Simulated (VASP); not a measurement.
A run of VASP 6.6.1:

File INCAR:

```
SYSTEM = MgO
PREC = Accurate ; ENCUT = 520
EDIFF = 1E-6 ; ISMEAR = 0
SIGMA = 0.02 ; LREAL = .FALSE.
LASPH = .TRUE. ; NELM = 60
ALGO = Normal ; ISIF = 2
LWAVE = .FALSE. ; LCHARG = .FALSE.
NBANDS = 11
```

File KPOINTS:

```
Automatic mesh
0
G
  8 8 8
  0 0 0
```

POSCAR

```
MgO
1.0
    0.0000000000      2.0803529743      2.0803529743
    2.0803529743      0.0000000000      2.0803529743
    2.0803529743      2.0803529743      0.0000000000
Mg O
1 1
Direct
    0.0000000000      0.0000000000      0.0000000000
    0.5000000000      0.5000000000      0.5000000000
```

Potentials or basis: VASP PAW LDA potentials, release 64 (Mg, O).

Command:

```bash
$ cat potpaw_LDA.64/Mg/POTCAR potpaw_LDA.64/O/POTCAR > POTCAR
$ mpirun -np 1 vasp_std > vasp.out
```

Hardware: 1 thread of Intel Xeon 8259CL, on a shared host.

**Question.** Estimate the wall time of this run.

**Answer.** Run time: 11 s on 1 thread of Intel Xeon 8259CL (shared host), peak memory 0.13 GiB. Counts: scf iterations 11, k points 29.
